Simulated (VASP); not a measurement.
Runs of VASP 6.6.1 on KCl. The structure is cubic, space group Pm-3m (No. 221). The conventional cell has a = 3.771 Å, b = 3.771 Å, c = 3.771 Å, α = 90.00°, β = 90.00°, γ = 90.00°. Within 4.3 Å of K (site symmetry m-3m) lie 8 Cl at 3.27 Å and 6 K at 3.77 Å. Cl (site symmetry m-3m) has 8 K at 3.27 Å and 6 Cl at 3.77 Å within 4.3 Å. 

| level | potentials or basis | grid for exact exchange (PRECFOCK) | screening parameter | gap on the mesh (eV) | pressure (GPa) |
| --- | --- | --- | --- | --- | --- |
| HSE06 | VASP PAW PBE potentials, release 64 (K_sv, Cl) | Normal | 0.2079 1/Å | 6.37 | 0.7 |
| LDA | VASP PAW LDA potentials, release 64 (K_sv, Cl) | - | - | 4.59 | -2.3 |
| r2SCAN | VASP PAW PBE potentials, release 64 (K_sv, Cl) | - | - | 5.81 | (a) |
| PBE | VASP PAW PBE potentials, release 64 (K_sv, Cl) | - | - | (c) | (b) |

Alike in all rows: task single point; no spin polarisation; cell as given; k mesh 4 × 4 × 4; cutoff (eV) 520; smearing gaussian 0.01 eV.

Problem. Estimate the missing entries.

Solution. (a) 0.0; (b) 1.1; (c) 5.03.

Caveats: the PAW data sets were made with another functional, which shifts forces and pressure a little (some runs).

A k mesh can miss the band edges.
